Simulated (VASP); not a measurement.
Input of a VASP 6.6.1 run:

File INCAR:

```
SYSTEM = Zr
  ALGO = Normal
  EDIFF = 1E-8
  ENCUT = 520
  GGA = PS
  ISIF = 2
  ISMEAR = -1
  LASPH = .TRUE.
  LCHARG = .FALSE.
  LEFG = .TRUE.
  LREAL = .FALSE.
  LWAVE = .FALSE.
  NBANDS = 12
  NELM = 60
  PREC = Accurate
  SIGMA = 0.08
```

KPOINTS

```
k-points
0
G
  14 14 14
  0 0 0
```

Contents of POSCAR:

```
Zr
1.0
   -1.7947891968      1.7947891968      1.7947891968
    1.7947891968     -1.7947891968      1.7947891968
    1.7947891968      1.7947891968     -1.7947891968
Zr
1
Direct
    0.0000000000      0.0000000000      0.0000000000
```

Potentials or basis: VASP PAW PBE potentials, release 64 (Zr_sv).

Run with:

```sh
$ cat potpaw_PBE.64/Zr_sv/POTCAR > POTCAR
$ mpirun -np 1 vasp_std > vasp.out
```

Q: What does it give for the pressure?

A: -4.8 GPa.

Q: Predict the band gap on the k mesh.

A: Zero (band 6 reaches 9.77 eV, above the bottom of band 7 at 8.02 eV).

Caveat: without QUAD_EFG the Cq values of the log hold for a quadrupole moment of 1 mb, not for the nuclei; the PAW data sets were made with another functional, which shifts forces and pressure a little.
